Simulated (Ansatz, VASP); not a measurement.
## Two plane-wave programs on P5C

INCAR

```
SYSTEM = P5C
PREC = Accurate ; ENCUT = 600
EDIFF = 1E-6 ; ISMEAR = 0
SIGMA = 0.1 ; LREAL = .False.
LASPH = .True. ; NELM = 150
ALGO = Normal ; ISIF = 3
LWAVE = .False. ; LCHARG = .False.
ISPIN = 2 ; MAGMOM = 0 0 0 0 0 1
LORBIT = 11 ; GGA = PE
IBRION = 2 ; NSW = 90
EDIFFG = -0.04
```

File KPOINTS:

```
Automatic mesh
0
Gamma
  6 6 4
  0 0 0
```

Contents of POSCAR:

```
P5C
1.0
    4.6350631300      0.0000000000      0.0000000000
   -2.3175315700      4.0140824200      0.0000000000
    0.0000000000      0.0000000000      6.2918700300
P C
5 1
Direct
    0.6666666700      0.3333333300      0.7959949400
    0.0000000000      0.0000000000      0.0000000000
    0.6666666700      0.3333333300      0.2040050600
    0.3333333300      0.6666666700      0.2040050600
    0.3333333300      0.6666666700      0.7959949400
    0.0000000000      0.0000000000      0.5000000000
```

Input for Ansatz:

```yaml
crystal:
  lattice:
    - [4.63506313, 0.0, 0.0]
    - [-2.31753157, 4.01408242, 0.0]
    - [0.0, 0.0, 6.29187003]
  atoms:
    - { symbol: P, position: [0.66666667, 0.33333333, 0.79599494] }
    - { symbol: P, position: [0.0, 0.0, 0.0] }
    - { symbol: P, position: [0.66666667, 0.33333333, 0.20400506] }
    - { symbol: P, position: [0.33333333, 0.66666667, 0.20400506] }
    - { symbol: P, position: [0.33333333, 0.66666667, 0.79599494] }
    - { symbol: C, position: [0.0, 0.0, 0.5], spin: 1.0 }
basis:
  ecutwfc: 420
kpoints:
  mp_grid: { grid: [6, 6, 4] }
hamiltonian:
  xc: pbe
scf:
  occupations: { method: gaussian, width: 0.1 }
  lower_state_search: "off"
output:
  forces: true
  stress: true
  eigenvalues: true
  populations: true
magnetization:
  spin_polarized: true
relax:
  adjacent_minimum: "off"
  f_tol: 0.04
  max_steps: 70
  cell: { stress_tol: 0.4 }
```

Change from the starting cell: species swapped into the BaSn5 type (P6/mmm, No. 191).

Alike in both runs: task relaxation of cell and atoms; functional PBE; k mesh 6 × 6 × 4; occupations gaussian, width 0.1 eV; collinear spin.

|  | VASP | Ansatz |
| --- | --- | --- |
| version | VASP 6.6.1 | Ansatz 0.2.0 |
| potentials or method | VASP PAW PBE potentials, release 64 (P, C), cutoff 600 eV | scalar-relativistic, plane waves, PAW |
| valence electrons in the cell | 29 | 29 |

|  | VASP | Ansatz | Ansatz less VASP |
| --- | --- | --- | --- |
| gap on the k mesh at the Fermi level, each at its own relaxed structure (eV) | none | none | - |
| net moment per atom (μB) | 0.00 | 0.00 | 0.000 |
| relaxed volume (Å³/atom) | 12.89 | 12.95 | +0.057 |
| relaxed length of the cell vector where the two differ most in proportion (Å) | 4.345 | 4.354 | +0.0096 |

A gap of «none» marks a metal or a gap that the smearing closes. Ansatz's warnings: seeded moment not kept.

Noted on VASP's run: the volume moved by over 15 % at a fixed basis, so the end points are rough.
